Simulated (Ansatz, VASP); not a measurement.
One calculation of In3Se, two programs

```
In Se
1.0
     4.58785    0.00000    0.00000
     0.00000    4.58785    0.00000
     0.00000    0.00000    4.58785
In Se
3 1
Cartesian
  0.0000 2.2939 2.2939
  2.2939 0.0000 2.2939
  2.2939 2.2939 0.0000
  0.0000 0.0000 0.0000
```

Alike in both runs: task single point; functional PBEsol; dispersion D3(BJ); k mesh 10 × 10 × 10; occupations gaussian, width 0.15 eV; no spin polarisation.

```csv
,VASP,Ansatz
version,VASP 6.6.1,Ansatz 0.2.0
potentials or method,"VASP PAW PBE potentials, release 64 (In_d, Se), cutoff 520 eV","scalar-relativistic, plane waves, PAW"
valence electrons in the cell,45,55
```

|  | VASP | Ansatz | Ansatz less VASP |
| --- | --- | --- | --- |
| gap on the k mesh at the Fermi level (eV) | none | none | - |
| pressure (GPa) | 0.0 | 0.0 | +0.01 |

VASP's potentials were made for PBE, not for PBEsol. A gap of «none» marks a metal or a gap that the smearing closes. VASP's potentials hold 45 valence electrons a cell and Ansatz's 55, so a difference there can come from the potentials and not from the codes.
